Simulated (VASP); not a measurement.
# SiB6 (Pm-3m) in VASP: single point with PBE

Aim: the single point of SiB6 with PBE.

All numbers are computed with VASP 6.6.1; they aren't measurements. Logs are shortened: lines on timing, memory, paths and dates and some standing lists are left out, and cuts for length are marked.

### Step 1. The cell of the first run

The structure is cubic, space group Pm-3m (No. 221). The conventional cell has a = 4.192 Å, b = 4.192 Å, c = 4.192 Å, α = 90.00°, β = 90.00°, γ = 90.00°. B (site symmetry 4mm) has 5 B at 1.72 to 1.76 Å within 2.3 Å. Si (site symmetry m-3m) has 24 B at 3.09 Å and 6 Si at 4.19 Å within 4.2 Å.

### Step 2. Single point, PBE

POSCAR reads:

```
SiB6
1.0
    4.1924020000      0.0000000000      0.0000000000
    0.0000000000      4.1924020000      0.0000000000
    0.0000000000      0.0000000000      4.1924020000
B Si
6 1
Direct
    0.2100000000      0.5000000000      0.5000000000
    0.5000000000      0.2100000000      0.5000000000
    0.7900000000      0.5000000000      0.5000000000
    0.5000000000      0.7900000000      0.5000000000
    0.5000000000      0.5000000000      0.2100000000
    0.5000000000      0.5000000000      0.7900000000
    0.0000000000      0.0000000000      0.0000000000
```

INCAR.step1 reads:

```
PREC = Accurate
ENCUT = 520
EDIFF = 1E-7
ISMEAR = 1
SIGMA = 0.0483
LREAL = F
LASPH = T
NELM = 80
ALGO = Normal
ISIF = 2
LWAVE = F
LCHARG = T
GGA = PE
NBANDS = 20
```

KPOINTS.step1 reads:

```
regular mesh
0
Gamma
  6 6 6
```

INCAR.step2 reads:

```
PREC = Accurate
ENCUT = 520
EDIFF = 1E-7
ISMEAR = -5
SIGMA = 0.0483
LREAL = F
LASPH = T
NELM = 80
ALGO = Normal
ISIF = 2
LWAVE = F
LCHARG = F
GGA = PE
LORBIT = 10
NBANDS = 20
NEDOS = 1001
ICHARG = 11
```

KPOINTS.step2 reads:

```
regular mesh
0
Gamma
  9 9 9
```

Potentials or basis: VASP PAW PBE potentials, release 64 (B, Si).

On the command line:

```bash
$ cat potpaw_PBE.64/B/POTCAR potpaw_PBE.64/Si/POTCAR > POTCAR
$ cp INCAR.step1 INCAR
$ cp KPOINTS.step1 KPOINTS
$ mpirun -np 1 vasp_std > vasp.out
$ cp INCAR.step2 INCAR
$ cp KPOINTS.step2 KPOINTS
$ mpirun -np 1 vasp_std > vasp.out
```

OUTCAR:

```text
PREC = Accurate
   ENCUT = 520
   EDIFF = 1E-7
   ISMEAR = -5
   LREAL = F
   LASPH = T
   NELM = 80
   ISIF = 2
   GGA = PE
   LORBIT = 10
   ICHARG = 11

 ion  position               nearest neighbor table
   1  0.210  0.500  0.500-   2 1.72   4 1.72   5 1.72   6 1.72   3 1.76
   2  0.500  0.210  0.500-   1 1.72   3 1.72   5 1.72   6 1.72   4 1.76
   3  0.790  0.500  0.500-   2 1.72   4 1.72   5 1.72   6 1.72   1 1.76
   4  0.500  0.790  0.500-   1 1.72   3 1.72   5 1.72   6 1.72   2 1.76
   5  0.500  0.500  0.210-   1 1.72   2 1.72   3 1.72   4 1.72   6 1.76
   6  0.500  0.500  0.790-   1 1.72   2 1.72   3 1.72   4 1.72   5 1.76
   7  0.000  0.000  0.000-

  LATTYP: Found a simple cubic cell.
 ALAT       =     4.1924020000

  Lattice vectors:

 A1 = (   4.1924020000,   0.0000000000,   0.0000000000)
 A2 = (   0.0000000000,   4.1924020000,   0.0000000000)
 A3 = (   0.0000000000,   0.0000000000,   4.1924020000)

Analysis of symmetry for initial positions (statically):
=====================================================================
 Subroutine PRICEL returns:
 Original cell was already a primitive cell.

 Routine SETGRP: Setting up the symmetry group for a
 simple cubic supercell.

 Subroutine GETGRP returns: Found 48 space group operations
 (whereof 48 operations were pure point group operations)
 out of a pool of 48 trial point group operations.

The static configuration has the point symmetry O_h .

Analysis of symmetry for dynamics (positions and initial velocities):
=====================================================================
 Subroutine PRICEL returns:
 Original cell was already a primitive cell.

 Routine SETGRP: Setting up the symmetry group for a
 simple cubic supercell.

 Subroutine GETGRP returns: Found 48 space group operations
 (whereof 48 operations were pure point group operations)
 out of a pool of 48 trial point group operations.

The dynamic configuration has the point symmetry O_h .

 Subroutine INISYM returns: Found 48 space group operations
 (whereof 48 operations are pure point group operations),
 and found     1 'primitive' translations

----------------------------------------------------------------------------------------

                                     Primitive cell

  volume of cell :      73.6866

  direct lattice vectors                    reciprocal lattice vectors
     4.192402000  0.000000000  0.000000000     0.238526744  0.000000000  0.000000000
     0.000000000  4.192402000  0.000000000     0.000000000  0.238526744  0.000000000
     0.000000000  0.000000000  4.192402000     0.000000000  0.000000000  0.238526744

  length of vectors
     4.192402000  4.192402000  4.192402000     0.238526744  0.238526744  0.238526744

  position of ions in fractional coordinates (direct lattice)
     0.210000000  0.500000000  0.500000000
     0.500000000  0.210000000  0.500000000
     0.790000000  0.500000000  0.500000000
     0.500000000  0.790000000  0.500000000
     0.500000000  0.500000000  0.210000000
     0.500000000  0.500000000  0.790000000
     0.000000000  0.000000000  0.000000000

  ion indices of the primitive-cell ions
   primitive index   ion index
                 1           1
                 2           2
                 3           3
                 4           4
                 5           5
                 6           6
                 7           7

----------------------------------------------------------------------------------------

 KPOINTS: regular mesh

Automatic generation of k-mesh.
 Grid dimensions read from file:
 generate k-points for:    9    9    9

 Generating k-lattice:

  Cartesian coordinates                     Fractional coordinates (reciprocal lattice)
     0.026502972  0.000000000  0.000000000     0.111111111  0.000000000  0.000000000
     0.000000000  0.026502972  0.000000000     0.000000000  0.111111111  0.000000000
     0.000000000  0.000000000  0.026502972     0.000000000  0.000000000  0.111111111

  Length of vectors
     0.026502972  0.026502972  0.026502972

  Shift w.r.t. Gamma in fractional coordinates (k-lattice)
     0.000000000  0.000000000  0.000000000

 TETIRR: Found    353 inequivalent tetrahedra from     4374

 Subroutine IBZKPT returns following result:
 ===========================================

 Found     35 irreducible k-points:

 Following reciprocal coordinates:
            Coordinates               Weight
  0.000000  0.000000  0.000000      1.000000
  0.111111  0.000000  0.000000      6.000000
  0.222222  0.000000  0.000000      6.000000
  0.333333  0.000000  0.000000      6.000000
  0.444444  0.000000  0.000000      6.000000
  0.111111  0.111111  0.000000     12.000000
[... 16 lines left out ...]
  0.333333  0.333333  0.111111     24.000000
  0.444444  0.333333  0.111111     48.000000
 [... further k-points ...]
   k-points           NKPTS =     35   k-points in BZ     NKDIM =     35   number of bands    NBANDS=     20
   number of dos      NEDOS =   1001   number of ions     NIONS =      7
   total plane-waves  NPLWV =  32768
   dimension x,y,z NGX =    32 NGY =   32 NGZ =   32
   dimension x,y,z NGXF=    64 NGYF=   64 NGZF=   64
   ions per type =               6   1
   NGX,Y,Z   is equivalent  to a cutoff of  12.69, 12.69, 12.69 a.u.
   NGXF,Y,Z  is equivalent  to a cutoff of  25.38, 25.38, 25.38 a.u.
 SYSTEM =  unknown system
   PREC   = accura    normal or accurate (medium, high low for compatibility)
   ISTART =      0    job   : 0-new  1-cont  2-samecut
   ICHARG =     11    charge: 1-file 2-atom 10-const
   ISPIN  =      1    spin polarized calculation?
   LNONCOLLINEAR =      F non collinear calculations
   LSORBIT =      F    spin-orbit coupling
   LASPH  =      T    aspherical Exc in radial PAW
   ENCUT  =  520.0 eV  38.22 Ry    6.18 a.u.   7.80  7.80  7.80*2*pi/ulx,y,z
   NELM   =     80;   NELMIN=  2; NELMDL=  0     # of ELM steps
   EDIFF  = 0.1E-06   stopping-criterion for ELM
   LREAL  =      F    real-space projection
   EDIFFG = 0.1E-05   stopping-criterion for IOM
   NSW    =      0    number of steps for IOM
   IBRION =     -1    ionic relax: 0-MD 1-quasi-New 2-CG
   NFREE  =      0    steps in history (QN), initial steepest desc. (CG)
   ISIF   =      2    stress and relaxation
   ISYM   =      2    0-nonsym 1-usesym 2-fastsym
   POTIM  = 0.5000    time-step for ionic-motion
   TEBEG  =    0.0;   TEEND  =   0.0 temperature during run
   PSTRESS=    0.0 pullay stress
   NELECT =      22.0000    total number of electrons
   NUPDOWN=      -1.0000    fix difference up-down
   EMIN   =  10.00;   EMAX   =-10.00  energy-range for DOS
   EFERMI =   0.00;   METHOD = LEGACY
   ISMEAR =    -5;   SIGMA  =   0.05  broadening in eV -4-tet -1-fermi 0-gaus
   EFERMI_NEDOS =   21; number of points for ismear=-14 and -15
   IALGO  =     38    algorithm
   IMIX   =      4    mixing-type and parameters
     AMIX     =   0.40;   BMIX     =  1.00
     AMIX_MAG =   1.60;   BMIX_MAG =  1.00
  volume/ion in A,a.u.               =      10.53        71.04
  Fermi-wavevector in a.u.,A,eV,Ry     =   1.094173  2.067688 16.289104  1.197215
  Thomas-Fermi vector in A             =   2.230473
   LORBIT       =     10    0 simple, 1 ext, 2 COOP (PROOUT), +10 PAW based schemes
   GGA     = PE    functional components
   LHFCALC =     F    Hartree Fock is set to
   AEXX    =    0.0000 exact exchange contribution
   IVDW    =     0    specifies the selected vdW correction
   LEPSILON=     F    determine dielectric tensor
   LRPA    =     F    only Hartree local field effects (RPA)
 non-spin polarized calculation
 Fermi weights with tetrahedron method with Bloechl corrections
  energy-cutoff  :      520.00
  volume of cell :       73.69
 maximum number of plane-waves:      2003
 NGX is ok and might be reduce to    32

 number of electron      22.0000000 magnetization

 Free energy of the ion-electron system (eV)
  ---------------------------------------------------
  ext. energy  EPLUGINS =         0.00000000
  ---------------------------------------------------
  free energy    TOTEN  =       -42.14423056 eV

  energy without entropy =      -42.14423056  energy(sigma->0) =      -42.14423056

 E-fermi :   4.4669     XC(G=0): -10.3436

 val. band max:        4.4429361956   @ k =   0.4444   0.0000   0.0000
 cond. band min:       4.8222816096   @ k =   0.4444   0.4444   0.0000
 fundamental gap:      0.3793454140
 Fermi energy:         4.4668984108

 k-point     1 :       0.0000    0.0000    0.0000
  band No.  band energies     occupation
      1     -10.1558      2.00000
      2      -4.1427      2.00000
      3      -2.2605      2.00000
      4      -2.2605      2.00000
      5      -2.2605      2.00000
      6       0.0255      2.00000
[... 12 lines left out ...]
     19      11.3244      0.00000
     20      15.2350      0.00000

 k-point     2 :       0.1111    0.0000    0.0000
  band No.  band energies     occupation
      1     -10.1191      2.00000
      2      -4.3339      2.00000
      3      -2.3145      2.00000
      4      -2.2006      2.00000
      5      -2.2006      2.00000
      6       0.0582      2.00000
[... 12 lines left out ...]
     19      11.8734      0.00000
     20      14.2081      0.00000
[... 465 lines left out ...]
      3      -3.8672      2.00000
      4      -2.1266      2.00000
      5      -1.8448      2.00000
      6       0.1352      2.00000
[... 12 lines left out ...]
     19      13.0664      0.00000
     20      13.9328      0.00000

 k-point    24 :       0.4444    0.3333    0.1111
  band No.  band energies     occupation
      1      -9.6024      2.00000
      2      -4.7767      2.00000
      3      -3.8674      2.00000
      4      -2.4090      2.00000
      5      -1.9589      2.00000
      6       0.2802      2.00000
[... 12 lines left out ...]
     19      13.4691      0.00000
     20      13.5835      0.00000

 [... further k-points ...]
[... 5 lines left out ...]
  --------------------------------------------------------------------------------------
  -------------------------------------------------------------------------------------
  Total       -1.2875012     -1.2875012     -1.2875012     -0.0000000      0.0000000     -0.0000000
  in kB      -27.9942903    -27.9942903    -27.9942903     -0.0000000      0.0000000     -0.0000000
  external PRESSURE =     -27.9942903 kB  Pullay stress =       0.0000000 kB

 VOLUME and BASIS-vectors are now :
 -----------------------------------------------------------------------------
  energy-cutoff  :      520.00
  volume of cell :       73.69
      direct lattice vectors                 reciprocal lattice vectors
     4.192402000  0.000000000  0.000000000     0.238526744  0.000000000  0.000000000
     0.000000000  4.192402000  0.000000000     0.000000000  0.238526744  0.000000000
     0.000000000  0.000000000  4.192402000     0.000000000  0.000000000  0.238526744

 POSITION                                       TOTAL-FORCE (eV/Angst)
 -----------------------------------------------------------------------------------
      0.88040      2.09620      2.09620        -2.269159     -0.000000     -0.000000
      2.09620      0.88040      2.09620         0.000000     -2.269159     -0.000000
      3.31200      2.09620      2.09620         2.269159      0.000000     -0.000000
      2.09620      3.31200      2.09620         0.000000      2.269159     -0.000000
      2.09620      2.09620      0.88040         0.000000     -0.000000     -2.269159
      2.09620      2.09620      3.31200        -0.000000      0.000000      2.269159
      0.00000      0.00000      0.00000         0.000000      0.000000     -0.000000
 -----------------------------------------------------------------------------------
    total drift:                                0.000000     -0.000000     -0.000000

  FREE ENERGIE OF THE ION-ELECTRON SYSTEM (eV)
  ---------------------------------------------------
  free  energy   TOTEN  =       -42.1442305569 eV

  energy  without entropy=      -42.1442305569  energy(sigma->0) =      -42.14423056

 total charge

# of ion       s       p       d       tot
------------------------------------------
    1        0.702   1.331   0.000   2.033
    2        0.702   1.331   0.000   2.033
    3        0.702   1.331   0.000   2.033
    4        0.702   1.331   0.000   2.033
    5        0.702   1.331   0.000   2.033
    6        0.702   1.331   0.000   2.033
    7        1.045   0.310   0.000   1.356
--------------------------------------------------
tot          5.258   8.294   0.000  13.552
```

Run time: 36 s. Hardware: 1 thread of Intel Xeon Platinum 8488C (Sapphire Rapids), shared host; peak memory 0.18 GiB.

Results:

- Valence electrons inside the program's atomic spheres: B 2.03; Si 1.36
